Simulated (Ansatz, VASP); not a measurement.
Ta3Cu: VASP beside Ansatz

```xyz
4
Lattice="-1.9794 1.9794 4.1513 1.9794 -1.9794 4.1513 1.9794 1.9794 -4.1513" Properties=species:S:1:pos:R:3 pbc="T T T"
Ta    0.0000    0.0000    4.1513
Ta    1.9794    0.0000    2.0756
Ta    0.0000    1.9794    2.0756
Cu    0.0000    0.0000    0.0000
```

Alike in both runs: task single point; functional LDA; k mesh 9 × 9 × 9; occupations fermi-dirac, width 0.05 eV; no spin polarisation.

```csv
,VASP,Ansatz
version,VASP 6.6.1,Ansatz 0.2.0
potentials or method,"VASP PAW LDA potentials, release 64 (Ta_sv_GW, Cu_sv_GW)",Ansatz PAW
plane-wave cutoff (eV),820,420
valence electrons in the cell,58,58
```

Ansatz gave:

```
gap on the k mesh at the Fermi level (eV)                     : none
pressure (GPa)                                                : -4.1
traceless stress, the component that is largest in VASP (GPa) : -0.61
```

Task: Which values does VASP return?

Result: gap on the k mesh at the Fermi level (eV): none; pressure (GPa): -3.8; traceless stress, the component that is largest in VASP (GPa): -0.62.

LDA's correlation is that of Perdew and Zunger in VASP and of Perdew and Wang (1992) in Ansatz. A gap of «none» marks a metal or a gap that the smearing closes.

Neither program's run includes spin-orbit coupling.
